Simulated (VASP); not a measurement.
# Sn (Im-3m) in VASP: further runs, part 2 of 2

VASP 6.6.1. Earlier steps stand in the parts before.

**5. Single point, PBE**

This run uses another cell than the first one, of 27.63 Å³/atom, 1.111 times its volume.

The input, INCAR:

```
  PREC = Accurate
  ENCUT = 520
  EDIFF = 1E-6
  ISMEAR = -1
  SIGMA = 0.1
  LREAL = F
  LASPH = T
  NELM = 100
  ALGO = Normal
  ISIF = 2
  LWAVE = F
  LCHARG = T
  GGA = PE
  LELF = T
  LVHAR = T
  NBANDS = 13
```

The input, KPOINTS:

```
regular mesh
0
Gamma
  14 14 14
```

The input, POSCAR:

```
Sn
1.0
   -1.9043927953      1.9043927953      1.9043927953
    1.9043927953     -1.9043927953      1.9043927953
    1.9043927953      1.9043927953     -1.9043927953
Sn
1
Direct
    0.0000000000      0.0000000000      0.0000000000
```

Potentials or basis: VASP PAW PBE potentials, release 64 (Sn_d).

Launch:

```sh
> cat potpaw_PBE.64/Sn_d/POTCAR > POTCAR
> mpirun -np 1 vasp_std > vasp.out
```

OUTCAR:

```text
PREC = Accurate
   ENCUT = 520
   EDIFF = 1E-6
   ISMEAR = -1
   LREAL = F
   LASPH = T
   NELM = 100
   ISIF = 2
   GGA = PE

 ion  position               nearest neighbor table
   1  0.000  0.000  0.000-

  LATTYP: Found a body centered cubic cell.
 ALAT       =     3.8087855906

  Lattice vectors:

 A1 = (  -1.9043927953,   1.9043927953,   1.9043927953)
 A2 = (   1.9043927953,  -1.9043927953,   1.9043927953)
 A3 = (   1.9043927953,   1.9043927953,  -1.9043927953)

[... 552 lines left out ...]
      4     -13.5287      2.00000
      5     -13.5062      2.00000
      6       2.3849      2.00000
      7       4.9822      2.00000
      8       6.1989      2.00000
      9      11.9269      0.00000
     10      18.5732      0.00000
     11      19.9695      0.00000
     12      20.5451      0.00000
     13      24.4802      0.00000

 [... further k-points ...]
[... 5 lines left out ...]
  --------------------------------------------------------------------------------------
  -------------------------------------------------------------------------------------
  Total       -0.0001954     -0.0001954     -0.0001954     -0.0000000      0.0000000      0.0000000
  in kB       -0.0113318     -0.0113318     -0.0113318     -0.0000000      0.0000000      0.0000000
  external PRESSURE =      -0.0113318 kB  Pullay stress =       0.0000000 kB

 VOLUME and BASIS-vectors are now :
 -----------------------------------------------------------------------------
  energy-cutoff  :      520.00
  volume of cell :       27.63
      direct lattice vectors                 reciprocal lattice vectors
    -1.904392795  1.904392795  1.904392795     0.000000000  0.262550878  0.262550878
     1.904392795 -1.904392795  1.904392795     0.262550878  0.000000000  0.262550878
     1.904392795  1.904392795 -1.904392795     0.262550878  0.262550878  0.000000000

 POSITION                                       TOTAL-FORCE (eV/Angst)
 -----------------------------------------------------------------------------------
      0.00000      0.00000      0.00000        -0.000000      0.000000      0.000000
 -----------------------------------------------------------------------------------
    total drift:                                0.000000     -0.000000      0.000000

  FREE ENERGIE OF THE ION-ELECTRON SYSTEM (eV)
  ---------------------------------------------------
  free  energy   TOTEN  =        -3.7876869471 eV

  energy  without entropy=       -3.7714569183  energy(sigma->0) =       -3.77957193
```

OSZICAR:

```text
N       E                     dE             d eps       ncg     rms          rms(c)
DAV:   1     0.813503172475E+02    0.81350E+02   -0.72261E+03  2789   0.160E+03
DAV:   2     0.194309131558E+01   -0.79407E+02   -0.76898E+02  2844   0.340E+02
DAV:   3    -0.368161491526E+01   -0.56247E+01   -0.55968E+01  3195   0.734E+01
DAV:   4    -0.379621450099E+01   -0.11460E+00   -0.11458E+00  3190   0.112E+01
DAV:   5    -0.380023545423E+01   -0.40210E-02   -0.40209E-02  3476   0.205E+00    0.129E+00
DAV:   6    -0.379081030024E+01    0.94252E-02   -0.10583E-02  3445   0.173E+00    0.712E-01
DAV:   7    -0.378780188229E+01    0.30084E-02   -0.68707E-03  3388   0.134E+00    0.967E-02
DAV:   8    -0.378768616121E+01    0.11572E-03   -0.69004E-04  3319   0.434E-01    0.230E-02
DAV:   9    -0.378768612233E+01    0.38879E-07   -0.11892E-05  3528   0.410E-02    0.169E-02
DAV:  10    -0.378768694708E+01   -0.82476E-06   -0.36502E-06  3344   0.256E-02
   1 F= -.37876869E+01 E0= -.37795719E+01  d E =-.162300E-01
```

stdout:

```text
POSCAR found type information on POSCAR Sn
 POSCAR found :  1 types and       1 ions
 scaLAPACK will be used
 LDA part: xc-table for (Slater+PW92), standard interpolation
 POSCAR, INCAR and KPOINTS ok, starting setup
 FFT: planning ... GRIDC
 FFT: planning ... GRID_SOFT
 FFT: planning ... GRID
 WAVECAR not read
 entering main loop
```

It took 18 s on 1 thread of AMD EPYC 9R45 (Zen 5), shared host; peak memory 0.15 GiB.

What came out:

| Item | Value |
| --- | --- |
| Free energy | -3.7877 eV |
| Pressure | 0.0 GPa |
| Band gap on the k mesh | zero (band 7 reaches 15.71 eV, above the bottom of band 8 at 5.53 eV) |

Levels at points of the mesh, in eV from the Fermi level:
| k point | band 4 | band 5 | band 6 | band 7 | band 8 | band 9 | band 10 | band 11 |
| --- | --- | --- | --- | --- | --- | --- | --- | --- |
| (0.00, 0.00, 0.00) | -21.42 | -21.42 | -10.96 | 7.83 | 7.83 | 7.83 | 12.09 | 12.09 |
| (0.50, 0.00, 0.00) | -21.42 | -21.34 | -6.38 | -4.33 | 3.56 | 5.39 | 7.87 | 8.21 |
| (0.50, 0.50, 0.50) | -21.36 | -21.36 | -2.55 | -0.45 | -0.45 | -0.45 | 3.85 | 3.85 |

Caveat: spin-orbit coupling is left out, which moves the levels of the heavy elements.

**6. Relaxation of cell and atoms, PBE**

This run uses another cell than the first one, of 28.00 Å³/atom, 1.126 times its volume.

The input, INCAR:

```
PREC = Accurate
ENCUT = 600
EDIFF = 1E-6
ISMEAR = -1
SIGMA = 0.1
LREAL = False
LASPH = True
NELM = 100
ALGO = Normal
ISIF = 3
LWAVE = False
LCHARG = False
GGA = PE
IBRION = 2
NSW = 60
EDIFFG = -0.005
```

KPOINTS is that of step 5.

The input, POSCAR:

```
Sn
1.0
   -1.9129311828      1.9129311828      1.9129311828
    1.9129311828     -1.9129311828      1.9129311828
    1.9129311828      1.9129311828     -1.9129311828
Sn
1
Direct
    0.0000000000      0.0000000000      0.0000000000
```

Potentials or basis: VASP PAW PBE potentials, release 64 (Sn_d).

Launch:

```sh
> cat potpaw_PBE.64/Sn_d/POTCAR > POTCAR
> mpirun -np 1 vasp_std > vasp.out
```

Wall time 34 s (1 thread of AMD EPYC 9R45 (Zen 5), shared host); peak memory 0.16 GiB.

It converged, with:

- Free energy: -3.7878 eV
- Relaxed volume: 27.62 Å³/atom
- Relaxed cell: a = 3.298 Å, b = 3.298 Å, c = 3.298 Å, α = 109.47°, β = 109.47°, γ = 109.47°
- Space group after relaxing (to 0.05 Å): Im-3m (No. 229)
- Energy gained by relaxing: 0.7 meV/atom
- Ionic steps: 3
- Pressure after relaxing: 0.0 GPa
- Band gap on the k mesh: zero (band 7 reaches 15.72 eV, above the bottom of band 8 at 5.53 eV)

The path:
| step | energy change (eV) | largest force (eV/Å) | pressure (GPa) | volume (Å³) |
| --- | --- | --- | --- | --- |
| 1 | 0.0000 | 0.0000 | -0.59 | 28.00 |
| 2 | -0.0007 | 0.0000 | 0.06 | 27.59 |
| 3 | -0.0007 | 0.0000 | 0.00 | 27.62 |

Final structure:
```cif
data_structure
_symmetry_space_group_name_H-M 'P 1'
_symmetry_Int_Tables_number 1
_cell_length_a 3.2982
_cell_length_b 3.2982
_cell_length_c 3.2982
_cell_angle_alpha 109.471
_cell_angle_beta 109.471
_cell_angle_gamma 109.471
_cell_volume 27.62
loop_
_atom_site_label
_atom_site_type_symbol
_atom_site_fract_x
_atom_site_fract_y
_atom_site_fract_z
_atom_site_occupancy
Sn1 Sn 0.00000 0.00000 0.00000 1
```

Levels at points of the mesh, in eV from the Fermi level:
| k point | band 3 | band 4 | band 5 | band 6 | band 7 | band 8 | band 9 | band 10 | band 11 |
| --- | --- | --- | --- | --- | --- | --- | --- | --- | --- |
| (0.00, 0.00, 0.00) | -21.55 | -21.42 | -21.42 | -10.96 | 7.83 | 7.83 | 7.83 | 12.09 | 12.09 |
| (0.50, 0.00, 0.00) | -21.42 | -21.42 | -21.34 | -6.38 | -4.33 | 3.56 | 5.40 | 7.88 | 8.21 |
| (0.50, 0.50, 0.50) | -21.36 | -21.36 | -21.36 | -2.55 | -0.45 | -0.45 | -0.45 | 3.85 | 3.85 |

Caveat: spin-orbit coupling is left out, which moves the levels of the heavy elements.

**7. The runs side by side**

| task | cell | cutoff (eV) | gap on the mesh (eV) | pressure (GPa) |
| --- | --- | --- | --- | --- |
| single point | a = 3.185 Å, angles 109.5°, 1 atom | 520 | none | 6.4 |
| single point | a = 3.299 Å, angles 109.5°, 1 atom | 520 | none | 0.0 |
| relaxation of cell and atoms | relaxed from a = 3.313 Å, angles 109.5°, 1 atom | 600 | none | 0.0 |

Alike in all rows: level PBE; potentials or basis VASP PAW PBE potentials, release 64 (Sn_d); no spin polarisation; k mesh 14 × 14 × 14; smearing fermi-dirac 0.1 eV.

Caveats: spin-orbit coupling is left out, which moves the levels of the heavy elements.

Absolute energies hang on the potentials; compare differences alone.
